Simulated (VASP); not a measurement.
# InSe (R3m) in VASP: notebook

The runs below take InSe through single point, with r2SCAN.

All numbers are computed with VASP 6.6.1; they aren't measurements. Logs are shortened: lines on timing, memory, paths and dates and some standing lists are left out, and cuts for length are marked.

**Measured values to compare with.**

“The Interaction of Hydrogen with the van der Waals Crystal γ-InSe”, 2020, pmc:7321205 reports, for a bulk crystal of InSe at 300 K: band gap 1.25 eV.

The runs below are set against these values where they give the same quantity.

## (1) The cell of the first run

Symmetry: R3m, No. 160, trigonal system. The conventional cell has a = 4.044 Å, b = 4.044 Å, c = 26.046 Å, α = 90.00°, β = 90.00°, γ = 120.00°. In (site symmetry 3m) has 3 Se at 2.65 Å and 1 In at 2.80 Å within 3.5 Å. In (site symmetry 3m) has 3 Se at 2.65 Å and 1 In at 2.80 Å within 3.5 Å. Se (site symmetry 3m) has 3 In at 2.65 Å within 3.5 Å. Se (site symmetry 3m) has 3 In at 2.65 Å within 3.5 Å.

## (2) Single point, r2SCAN

POSCAR

```
InSe
1.0
    2.0219385366      1.1673667584      8.6819443582
   -2.0219385366      1.1673667584      8.6819443582
    0.0000000000     -2.3347335167      8.6819443582
In Se
2 2
Direct
    0.0019511871      0.0019511871      0.0019511871
    0.1093762418      0.1093762418      0.1093762418
    0.6203301761      0.6203301761      0.6203301761
    0.8243423951      0.8243423951      0.8243423951
```

INCAR.step1

```
SYSTEM = InSe
ALGO     = Normal         ! electronic algorithm
EDIFF    = 1E-4           ! SCF threshold, eV
ENCUT    = 520            ! plane-wave cutoff, eV
GGA      = PE             ! functional
ISMEAR   = -5             ! smearing method
LASPH    = .TRUE.         ! aspherical terms in the spheres
LCHARG   = .FALSE.        ! write CHGCAR
LREAL    = .FALSE.        ! projectors in reciprocal space
LWAVE    = .TRUE.         ! write WAVECAR
NELM     = 100            ! most SCF steps
PREC     = Accurate       ! precision mode
SIGMA    = 0.02           ! smearing width, eV
```

INCAR.step2

```
SYSTEM = InSe
ALGO     = Normal         ! electronic algorithm
EDIFF    = 1E-6           ! SCF threshold, eV
ENCUT    = 520            ! plane-wave cutoff, eV
ISIF     = 2              ! what is computed and relaxed
ISMEAR   = 0              ! smearing method
ISTART   = 1            
LASPH    = .TRUE.         ! aspherical terms in the spheres
LCHARG   = .FALSE.        ! write CHGCAR
LMIXTAU  = .TRUE.       
LORBIT   = 11             ! projections on sites
LREAL    = .FALSE.        ! projectors in reciprocal space
LWAVE    = .FALSE.        ! write WAVECAR
METAGGA  = R2SCAN         ! meta-GGA
NELM     = 100            ! most SCF steps
PREC     = Accurate       ! precision mode
SIGMA    = 0.02           ! smearing width, eV
```

KPOINTS

```
k-points
0
G
  9 9 9
  0 0 0
```

Potentials or basis: VASP PAW PBE potentials, release 64 (In_d, Se).

Started as:

```
cat potpaw_PBE.64/In_d/POTCAR potpaw_PBE.64/Se/POTCAR > POTCAR
cp INCAR.step1 INCAR
mpirun -np 1 vasp_std > vasp.out
cp INCAR.step2 INCAR
mpirun -np 1 vasp_std > vasp.out
```

OUTCAR:

```text
SYSTEM = InSe
   EDIFF = 1E-6
   ENCUT = 520
   ISIF = 2
   ISMEAR = 0
   ISTART = 1
   LASPH = .TRUE.
   LORBIT = 11
   LREAL = .FALSE.
   METAGGA = R2SCAN
   NELM = 100
   PREC = Accurate

 ion  position               nearest neighbor table
   1  0.002  0.002  0.002-   3 2.65   3 2.65   3 2.65   2 2.80
   2  0.109  0.109  0.109-   4 2.65   4 2.65   4 2.65   1 2.80
   3  0.620  0.620  0.620-   1 2.65   1 2.65   1 2.65
   4  0.824  0.824  0.824-   2 2.65   2 2.65   2 2.65

  LATTYP: Found a trigonal (rhomboedric) cell.
 ALAT       =     8.9903914505
 COS(alpha) =     0.8988400301

  Lattice vectors:

 A1 = (   2.0219385366,   1.1673667584,   8.6819443582)
 A2 = (  -2.0219385366,   1.1673667584,   8.6819443582)
 A3 = (   0.0000000000,  -2.3347335167,   8.6819443582)

Analysis of symmetry for initial positions (statically):
=====================================================================
 Subroutine PRICEL returns:
 Original cell was already a primitive cell.

 Routine SETGRP: Setting up the symmetry group for a
 trigonal (rhombohedral) supercell.

 Subroutine GETGRP returns: Found  6 space group operations
 (whereof  6 operations were pure point group operations)
 out of a pool of 12 trial point group operations.

The static configuration has the point symmetry C_3v.

Analysis of symmetry for dynamics (positions and initial velocities):
=====================================================================
 Subroutine PRICEL returns:
 Original cell was already a primitive cell.

 Routine SETGRP: Setting up the symmetry group for a
 trigonal (rhombohedral) supercell.

 Subroutine GETGRP returns: Found  6 space group operations
 (whereof  6 operations were pure point group operations)
 out of a pool of 12 trial point group operations.

The dynamic configuration has the point symmetry C_3v.

 Subroutine INISYM returns: Found  6 space group operations
 (whereof  6 operations are pure point group operations),
 and found     1 'primitive' translations

----------------------------------------------------------------------------------------

                                     Primitive cell

  volume of cell :     122.9542

  direct lattice vectors                    reciprocal lattice vectors
     2.021938537  1.167366758  8.681944358     0.247287438  0.142771469  0.038393857
    -2.021938537  1.167366758  8.681944358    -0.247287438  0.142771469  0.038393857
     0.000000000 -2.334733517  8.681944358     0.000000000 -0.285542938  0.038393857

  length of vectors
     8.990391451  8.990391451  8.990391450     0.288112578  0.288112578  0.288112578

  position of ions in fractional coordinates (direct lattice)
     0.001951187  0.001951187  0.001951187
     0.109376242  0.109376242  0.109376242
     0.620330176  0.620330176  0.620330176
     0.824342395  0.824342395  0.824342395

  ion indices of the primitive-cell ions
   primitive index   ion index
                 1           1
                 2           2
                 3           3
                 4           4

----------------------------------------------------------------------------------------

 KPOINTS: k-points

Automatic generation of k-mesh.
 Grid dimensions read from file:
 generate k-points for:    9    9    9

 Generating k-lattice:

  Cartesian coordinates                     Fractional coordinates (reciprocal lattice)
     0.027476382  0.015863497  0.004265984     0.111111111 -0.000000000 -0.000000000
    -0.027476382  0.015863497  0.004265984    -0.000000000  0.111111111 -0.000000000
     0.000000000 -0.031726993  0.004265984    -0.000000000 -0.000000000  0.111111111

  Length of vectors
     0.032012509  0.032012509  0.032012509

  Shift w.r.t. Gamma in fractional coordinates (k-lattice)
     0.000000000  0.000000000  0.000000000

 Subroutine IBZKPT returns following result:
 ===========================================

 Found     85 irreducible k-points:

 Following reciprocal coordinates:
            Coordinates               Weight
  0.000000  0.000000  0.000000      1.000000
[... 43 lines left out ...]
  ---------------------------------------------------
  free energy    TOTEN  =       -76.48148730 eV

  energy without entropy =      -76.48148730  energy(sigma->0) =      -76.48148730

 E-fermi :   3.3247     XC(G=0):  -9.1599

 val. band max:        3.2446471218   @ k =   0.4444   0.4444   0.4444
 cond. band min:       4.2657203309   @ k =   0.4444   0.4444   0.4444
 fundamental gap:      1.0210732091
 Fermi energy:         3.3247348793

 k-point     1 :       0.0000    0.0000    0.0000
  band No.  band energies     occupation
      1     -11.8788      2.00000
      2     -11.6926      2.00000
      3     -11.6926      2.00000
      4     -11.6043      2.00000
      5     -11.6043      2.00000
      6     -11.5805      2.00000
[... 15 lines left out ...]
     22       8.0049      0.00000
     23       8.0049      0.00000

 k-point     2 :       0.1111    0.0000    0.0000
  band No.  band energies     occupation
      1     -11.8814      2.00000
      2     -11.7362      2.00000
      3     -11.6900      2.00000
      4     -11.6600      2.00000
      5     -11.5957      2.00000
      6     -11.5836      2.00000
[... 15 lines left out ...]
     22       7.3981      0.00000
     23       8.1318      0.00000

 k-point     3 :       0.2222    0.0000   -0.0000
  band No.  band energies     occupation
      1     -11.9098      2.00000
      2     -11.7990      2.00000
      3     -11.7667      2.00000
      4     -11.6859      2.00000
      5     -11.5917      2.00000
      6     -11.5738      2.00000
[... 15 lines left out ...]
     22       7.7997      0.00000
     23       8.1054      0.00000
[... 495 lines left out ...]
 k-point    23 :      -0.3333    0.3333    0.0000
  band No.  band energies     occupation
      1     -12.0240      2.00000
      2     -11.9298      2.00000
      3     -11.8096      2.00000
      4     -11.7061      2.00000
      5     -11.5810      2.00000
      6     -11.5441      2.00000
[... 15 lines left out ...]
     22       7.0986      0.00000
     23       8.1947      0.00000

 k-point    24 :       0.4444    0.4444   -0.0000
  band No.  band energies     occupation
      1     -12.0148      2.00000
      2     -11.9143      2.00000
      3     -11.8105      2.00000
      4     -11.6849      2.00000
      5     -11.6067      2.00000
      6     -11.5332      2.00000
[... 15 lines left out ...]
     22       7.1983      0.00000
     23       7.5170      0.00000

 [... further k-points ...]

------------------------ aborting loop because EDIFF is reached ----------------------------------------

  FORCE on cell =-STRESS in cart. coord.  units (eV):
  Direction    XX          YY          ZZ          XY          YZ          ZX
  --------------------------------------------------------------------------------------
  -------------------------------------------------------------------------------------
  Total        0.0271635      0.0271635      0.0490771     -0.0000000      0.0000000      0.0000000
  in kB        0.3539591      0.3539591      0.6395074     -0.0000000      0.0000000      0.0000000
  external PRESSURE =       0.4491418 kB  Pullay stress =       0.0000000 kB

 VOLUME and BASIS-vectors are now :
 -----------------------------------------------------------------------------
  energy-cutoff  :      520.00
  volume of cell :      122.95
      direct lattice vectors                 reciprocal lattice vectors
     2.021938537  1.167366758  8.681944358     0.247287438  0.142771469  0.038393857
    -2.021938537  1.167366758  8.681944358    -0.247287438  0.142771469  0.038393857
     0.000000000 -2.334733517  8.681944358     0.000000000 -0.285542938  0.038393857

 POSITION                                       TOTAL-FORCE (eV/Angst)
 -----------------------------------------------------------------------------------
      0.00000      0.00000      0.05082         0.000000      0.000000      0.015064
      0.00000      0.00000      2.84880         0.000000     -0.000000     -0.013285
      0.00000      0.00000     16.15702         0.000000     -0.000000     -0.019952
      0.00000      0.00000     21.47068         0.000000      0.000000      0.018173
 -----------------------------------------------------------------------------------
    total drift:                               -0.000000      0.000000      0.000418

  FREE ENERGIE OF THE ION-ELECTRON SYSTEM (eV)
  ---------------------------------------------------
  free  energy   TOTEN  =       -76.4814872966 eV

  energy  without entropy=      -76.4814872966  energy(sigma->0) =      -76.48148730

 total charge

# of ion       s       p       d       tot
------------------------------------------
    1        0.848   0.690   9.885  11.422
    2        0.848   0.690   9.884  11.422
    3        1.466   2.386   0.022   3.874
    4        1.466   2.386   0.022   3.874
--------------------------------------------------
tot          4.627   6.151  19.813  30.591
```

It took 59 min on 1 thread of AMD EPYC 9R45 (Zen 5), shared host; peak memory 0.88 GiB.

Results:

```
Free energy                                           : -76.4815 eV
Pressure                                              : 0.0 GPa
Largest force                                         : 0.020 eV/Å
Band gap on the k mesh                                : 1.02 eV
Valence electrons inside the program's atomic spheres : In 11.42; Se 3.87
```

Forces in eV/Å, atoms in the order of the input:
```
In   0.000  0.000  0.015
In   0.000  0.000 -0.013
Se   0.000  0.000 -0.020
Se   0.000  0.000  0.018
```

Levels at points of the mesh, in eV from the valence-band top:
```
           k point  band 17  band 18  band 19  band 20  band 21  band 22
(0.00, 0.00, 0.00)    -1.18    -1.18    -1.17     1.93     2.62     4.76
```

Caveat: the PAW data sets were made with another functional, which shifts forces and pressure a little; spin-orbit coupling is left out, which moves the levels of the heavy elements; an odd mesh through Γ misses points on the zone boundary, where band edges can lie.

## (3) Single point, r2SCAN

POSCAR is that of step 2.

INCAR.step1

```
PREC = Accurate ; ENCUT = 520
ISMEAR = 0 ; SIGMA = 0.02
LREAL = False ; LASPH = True
NELM = 100 ; NBANDS = 27
GGA = PE ; ALGO = Normal
EDIFF = 1E-4 ; LWAVE = True
LCHARG = False
```

INCAR.step2

```
PREC = Accurate ; ENCUT = 520
EDIFF = 1E-6 ; ISMEAR = 0
SIGMA = 0.02 ; LREAL = False
LASPH = True ; NELM = 100
ALGO = Normal ; ISIF = 2
LWAVE = False ; LCHARG = False
METAGGA = R2SCAN ; LMIXTAU = True
NBANDS = 27 ; ISTART = 1
```

KPOINTS

```
Automatic mesh
0
Gamma
  9 9 9
```

Potentials or basis: VASP PAW PBE potentials, release 64 (In_d, Se).

Started as:

```
cat potpaw_PBE.64/In_d/POTCAR potpaw_PBE.64/Se/POTCAR > POTCAR
cp INCAR.step1 INCAR
mpirun -np 1 vasp_std > vasp.out
cp INCAR.step2 INCAR
mpirun -np 1 vasp_std > vasp.out
```

Run time: 87 min. Hardware: 1 thread of AMD EPYC 9R45 (Zen 5), shared host; peak memory 0.89 GiB.

Results (log left out):

```yaml
Free_energy: -76.4815 eV
Pressure: 0.0 GPa
Largest_force: 0.020 eV/Å
Band_gap_on_the_k_mesh: 1.02 eV
```

Forces in eV/Å, atoms in the order of the input:
```
In   0.000  0.000  0.017
In   0.000  0.000 -0.015
Se   0.000  0.000 -0.020
Se   0.000  0.000  0.018
```

Levels at points of the mesh, in eV from the valence-band top:
| k point | band 15 | band 16 | band 17 | band 18 | band 19 | band 20 | band 21 | band 22 | band 23 | band 24 |
| --- | --- | --- | --- | --- | --- | --- | --- | --- | --- | --- |
| (0.00, 0.00, 0.00) | -1.20 | -1.20 | -1.18 | -1.18 | -1.17 | 1.93 | 2.62 | 4.76 | 4.76 | 6.06 |

Caveat: the PAW data sets were made with another functional, which shifts forces and pressure a little; spin-orbit coupling is left out, which moves the levels of the heavy elements; an odd mesh through Γ misses points on the zone boundary, where band edges can lie.

## (4) Single point, r2SCAN (28.89 Å³/atom)

This run uses another cell than the first one, of 28.89 Å³/atom.

POSCAR

```
InSe
1.0
    2.0013877023      1.1555017287      8.3294878164
   -2.0013877023      1.1555017287      8.3294878164
    0.0000000000     -2.3110034573      8.3294878164
In Se
2 2
Direct
    0.0001326955      0.0001326955      0.0001326955
    0.1112215838      0.1112215838      0.1112215838
    0.6160436619      0.6160436619      0.6160436619
    0.8286020589      0.8286020589      0.8286020589
```

INCAR.step1

```
ALGO = Normal ; EDIFF = 1E-4
ENCUT = 520 ; GGA = PE
ISMEAR = 0 ; LASPH = T
LCHARG = F ; LREAL = F
LWAVE = T ; NBANDS = 27
NELM = 60 ; PREC = Accurate
SIGMA = 0.02
```

INCAR.step2

```
ALGO = Normal ; EDIFF = 1E-6
ENCUT = 520 ; ISIF = 2
ISMEAR = 0 ; ISTART = 1
LASPH = T ; LCHARG = T
LELF = T ; LMIXTAU = T
LREAL = F ; LVHAR = T
LWAVE = F ; METAGGA = R2SCAN
NBANDS = 27 ; NELM = 60
PREC = Accurate ; SIGMA = 0.02
```

KPOINTS

```
k-points
0
Gamma
  9 9 9
```

Started as:

```
cat potpaw_PBE.64/In_d/POTCAR potpaw_PBE.64/Se/POTCAR > POTCAR
cp INCAR.step1 INCAR
mpirun -np 1 vasp_std > vasp.out
cp INCAR.step2 INCAR
mpirun -np 1 vasp_std > vasp.out
```

Run time: 43 min. Hardware: 1 thread of Intel Xeon 6975P-C (Granite Rapids), shared host; peak memory 0.79 GiB.

The run converged. Its results:

```yaml
Free_energy: -76.4509 eV
Pressure: 1.4 GPa
Largest_force: 0.022 eV/Å
Band_gap_on_the_k_mesh: 0.99 eV
```

Forces in eV/Å, atoms in the order of the input:
```
In   0.000  0.000  0.016
In   0.000  0.000 -0.015
Se   0.000  0.000 -0.022
Se   0.000  0.000  0.021
```

Levels at points of the mesh, in eV from the valence-band top:
```tsv
k point	band 17	band 18	band 19	band 20	band 21	band 22
(0.00, 0.00, 0.00)	-1.36	-1.25	-1.25	2.13	2.62	4.72
```

Caveat: the PAW data sets were made with another functional, which shifts forces and pressure a little; spin-orbit coupling is left out, which moves the levels of the heavy elements; an odd mesh through Γ misses points on the zone boundary, where band edges can lie.

## (5) Single point, r2SCAN (29.82 Å³/atom)

This run uses another cell than the first one, of 29.82 Å³/atom.

POSCAR

```
InSe
1.0
    2.0125726063      1.1619593360      8.5000507277
   -2.0125726063      1.1619593360      8.5000507277
    0.0000000000     -2.3239186720      8.5000507277
In Se
2 2
Direct
    0.0009743525      0.0009743525      0.0009743525
    0.1103653552      0.1103653552      0.1103653552
    0.6180802016      0.6180802016      0.6180802016
    0.8265800908      0.8265800908      0.8265800908
```

INCAR.step1

```
PREC     = Accurate       # precision mode
ENCUT    = 520            # plane-wave cutoff, eV
ISMEAR   = 0              # smearing method
SIGMA    = 0.02           # smearing width, eV
LREAL    = F              # projectors in reciprocal space
LASPH    = T              # aspherical terms in the spheres
NELM     = 60             # most SCF steps
NBANDS   = 27             # bands
GGA      = PE             # functional
ALGO     = Normal         # electronic algorithm
EDIFF    = 1E-4           # SCF threshold, eV
LWAVE    = T              # write WAVECAR
LCHARG   = F              # write CHGCAR
```

INCAR.step2

```
PREC     = Accurate       # precision mode
ENCUT    = 520            # plane-wave cutoff, eV
EDIFF    = 1E-7           # SCF threshold, eV
ISMEAR   = 0              # smearing method
SIGMA    = 0.02           # smearing width, eV
LREAL    = F              # projectors in reciprocal space
LASPH    = T              # aspherical terms in the spheres
NELM     = 60             # most SCF steps
ALGO     = Normal         # electronic algorithm
ISIF     = 2              # what is computed and relaxed
LWAVE    = F              # write WAVECAR
LCHARG   = T              # write CHGCAR
METAGGA  = R2SCAN         # meta-GGA
LMIXTAU  = T            
LELF     = T              # ELF
LVHAR    = T            
NBANDS   = 27             # bands
ISTART   = 1
```

KPOINTS

```
Automatic mesh
0
Gamma
  9 9 9
```

Started as:

```
cat potpaw_PBE.64/In_d/POTCAR potpaw_PBE.64/Se/POTCAR > POTCAR
cp INCAR.step1 INCAR
mpirun -np 1 vasp_std > vasp.out
cp INCAR.step2 INCAR
mpirun -np 1 vasp_std > vasp.out
```

Wall time 60 min (1 thread of Intel Xeon 6975P-C (Granite Rapids), shared host); peak memory 0.93 GiB.

Results (log left out):

| Item | Value |
| --- | --- |
| Free energy | -76.4744 eV |
| Pressure | 0.6 GPa |
| Largest force | 0.012 eV/Å |
| Band gap on the k mesh | 0.99 eV |

Forces on the atoms (eV/Å):
```
In   0.000  0.000  0.012
In   0.000  0.000 -0.012
Se   0.000  0.000 -0.012
Se   0.000  0.000  0.012
```

Levels at points of the mesh, in eV from the valence-band top:
| k point | band 15 | band 16 | band 17 | band 18 | band 19 | band 20 | band 21 | band 22 | band 23 | band 24 |
| --- | --- | --- | --- | --- | --- | --- | --- | --- | --- | --- |
| (0.00, 0.00, 0.00) | -1.34 | -1.28 | -1.28 | -1.22 | -1.22 | 2.02 | 2.61 | 4.74 | 4.74 | 5.92 |

Caveat: the PAW data sets were made with another functional, which shifts forces and pressure a little; spin-orbit coupling is left out, which moves the levels of the heavy elements; an odd mesh through Γ misses points on the zone boundary, where band edges can lie.

## (6) Summary

```tsv
cell	gap on the mesh (eV)	pressure (GPa)	largest force (eV/Å)
a = 8.990 Å, angles 26.0°, 4 atoms, atomic positions A	1.02	0.0	0.02
a = 8.644 Å, angles 26.8°, 4 atoms, atomic positions B	0.99	1.4	0.02
a = 8.812 Å, angles 26.4°, 4 atoms, atomic positions C	0.99	0.6	0.01
```

Alike in all rows: task single point; level r2SCAN; potentials or basis VASP PAW PBE potentials, release 64 (In_d, Se); no spin polarisation; k mesh 9 × 9 × 9; cutoff (eV) 520; smearing gaussian 0.02 eV.

Caveats: the PAW data sets were made with another functional, which shifts forces and pressure a little; spin-orbit coupling is left out, which moves the levels of the heavy elements; an odd mesh through Γ misses points on the zone boundary, where band edges can lie.

Total energies depend on the potentials used, so only differences within one code and one set of settings carry meaning.

## (7) Comparison with measurements

Step 2. Against the measured gap of InSe, 1.25 eV (300 K; “The Interaction of Hydrogen with the van der Waals Crystal γ-InSe”, 2020, pmc:7321205), the calculated 1.02 eV is off by -0.23 eV. Spin-orbit coupling on In, Se is left out. The value is that of r2SCAN on a finite k mesh, which can miss the band edges, without temperature or zero-point motion.

Step 3. Against the measured gap of InSe, 1.25 eV (300 K; “The Interaction of Hydrogen with the van der Waals Crystal γ-InSe”, 2020, pmc:7321205), the calculated 1.02 eV is off by -0.23 eV. Spin-orbit coupling on In, Se is left out. The value is that of r2SCAN on a finite k mesh, which can miss the band edges, without temperature or zero-point motion.
